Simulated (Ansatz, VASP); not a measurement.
MgO in VASP and in Ansatz

The input INCAR:

```
SYSTEM = MgO
  PREC = Accurate
  ENCUT = 520
  EDIFF = 1E-6
  ISMEAR = 0
  SIGMA = 0.05
  LREAL = .FALSE.
  LASPH = .TRUE.
  NELM = 80
  ALGO = Normal
  ISIF = 2
  LWAVE = .FALSE.
  LCHARG = .FALSE.
  NBANDS = 11
```

Contents of KPOINTS:

```
Automatic mesh
0
G
  6 6 6
  0 0 0
```

Contents of POSCAR:

```
MgO
1.0
    0.0000000000      2.1351500000      2.1351500000
    2.1351500000      0.0000000000      2.1351500000
    2.1351500000      2.1351500000      0.0000000000
Mg O
1 1
Direct
    0.0000000000      0.0000000000      0.0000000000
    0.2892419736      0.5702526755      0.4297473245
```

Input for Ansatz:

```yaml
crystal:
  lattice:
    - [0.0, 2.13515, 2.13515]
    - [2.13515, 0.0, 2.13515]
    - [2.13515, 2.13515, 0.0]
  atoms:
    - { symbol: Mg, position: [0.0, 0.0, 0.0] }
    - { symbol: O, position: [0.2892419736, 0.5702526755, 0.4297473245] }
basis:
  ecutwfc: 420
kpoints:
  mp_grid: { grid: [6, 6, 6] }
hamiltonian:
  xc: lda
scf:
  occupations: { method: gaussian, width: 0.05 }
output:
  forces: true
  stress: true
  eigenvalues: true
```

Alike in both runs: task single point; functional LDA; k mesh 6 × 6 × 6; occupations gaussian, width 0.05 eV; no spin polarisation.

|  | VASP | Ansatz |
| --- | --- | --- |
| version | VASP 6.6.1 | Ansatz 0.2.0 |
| potentials or method | VASP PAW LDA potentials, release 64 (Mg, O), cutoff 520 eV | scalar-relativistic, plane waves, PAW |
| valence electrons in the cell | 8 | 16 |

VASP gave:

- gap on the k mesh at the Fermi level (eV): 4.07
- least direct gap on the mesh (eV): 4.15
- rms of the force components (eV/Å): 6.132

Q: Estimate Ansatz's values.

A: gap on the k mesh at the Fermi level (eV): 4.05; least direct gap on the mesh (eV): 4.13; rms of the force components (eV/Å): 5.814.

LDA's correlation is that of Perdew and Zunger in VASP and of Perdew and Wang (1992) in Ansatz. Atom by atom the forces differ by 0.318 eV/Å (rms over components). VASP's potentials hold 8 valence electrons a cell and Ansatz's 16, so a difference there can come from the potentials and not from the codes.

The k mesh is coarse, so the values compare programs but aren't converged.
